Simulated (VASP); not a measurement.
## Hf: single point with LDA

Crystal: Hf.

```xyz
1
Lattice="2.5769 0.0000 0.0000 0.0000 2.5769 0.0000 0.0000 0.0000 2.5769" Properties=species:S:1:pos:R:3 pbc="T T T"
Hf    0.0000    0.0000    0.0000
```

This cell differs from its parent crystal: volume scaled by 0.76, source ansatz.

| Property | Result |
| --- | --- |
| Program | VASP 6.6.1 |
| Task | single point |
| Functional | LDA |
| Potentials or basis | VASP PAW LDA potentials, release 64 (Hf_pv) |
| Cutoff | 520 eV |
| k mesh | 15 × 15 × 15 |
| Occupations | fermi-dirac, width 0.1 eV |
| Spin | no spin polarisation |
| Dipole correction | no |
| Further INCAR settings | ALGO = Normal; EDIFF = 1e-06; NBANDS = 11 |

```json
{"Pressure": "39.8 GPa", "Band gap on the k mesh": "zero (band 5 reaches 7.35 eV, above the bottom of band 6 at 3.73 eV)"}
```

Levels at points of the mesh, in eV from the Fermi level:
```
           k point  band 2  band 3  band 4  band 5  band 6  band 7  band 8  band 9
(0.00, 0.00, 0.00)  -28.63  -28.63   -7.36   -2.60   -2.60    9.40    9.40    9.40
```

Run time: 23 s on 1 thread of AMD EPYC 7R13, with other jobs on the host, peak memory 0.1 GiB.

Caveat: spin-orbit coupling is left out, which moves the levels of the heavy elements.
